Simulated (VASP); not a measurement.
Set up this calculation in VASP 6.6.1, as the native input.

```
Task                   : single point
Functional             : PBE
Potentials or basis    : VASP PAW PBE potentials, release 64 (Ba_sv, Te)
Cutoff                 : 520 eV
k mesh                 : 6 × 6 × 4
Occupations            : fermi-dirac, width 0.02 eV
Spin                   : no spin polarisation
Dipole correction      : no
Further INCAR settings : ALGO = Normal; EDIFF = 1e-06; NBANDS = 24
```

The structure of BaTe lies in POSCAR:

```
BaTe
1.0
    6.3233065570      0.0000000000      0.0000000000
   -3.1616532785      5.1734946757      0.0000000000
    0.0000000000      0.0000000000      7.0021674174
Ba Te
2 2
Direct
    0.3298040696      0.6596081393      0.2500000000
    0.6701959304      0.3403918607      0.7500000000
    0.6713985844      0.3427971688      0.2500000000
    0.3286014156      0.6572028312      0.7500000000
```

This cell differs from its parent crystal: uniaxial x strain +5.8%.

One way to write it, as run:

INCAR

```
  ALGO = Normal
  EDIFF = 1E-6
  ENCUT = 520
  GGA = PE
  ISIF = 2
  ISMEAR = -1
  LASPH = True
  LCHARG = False
  LREAL = False
  LWAVE = False
  NBANDS = 24
  NELM = 100
  PREC = Accurate
  SIGMA = 0.02
```

KPOINTS

```
k-points
0
Gamma
  6 6 4
```

Potentials or basis: VASP PAW PBE potentials, release 64 (Ba_sv, Te).

The run is started by

```sh
$ cat potpaw_PBE.64/Ba_sv/POTCAR potpaw_PBE.64/Te/POTCAR > POTCAR
$ mpirun -np 1 vasp_std > vasp.out
```

It gave:

- Pressure: -0.8 GPa
- Band gap on the k mesh: 1.95 eV, indirect (least direct gap 2.18 eV)

Caveat: the cell differs from its parent crystal (uniaxial x strain +5.8%); spin-orbit coupling is left out, which moves the levels of the heavy elements.

Wall time 4.7 min on 1 thread of Intel Xeon 6975P-C (shared host), peak memory 0.47 GiB.
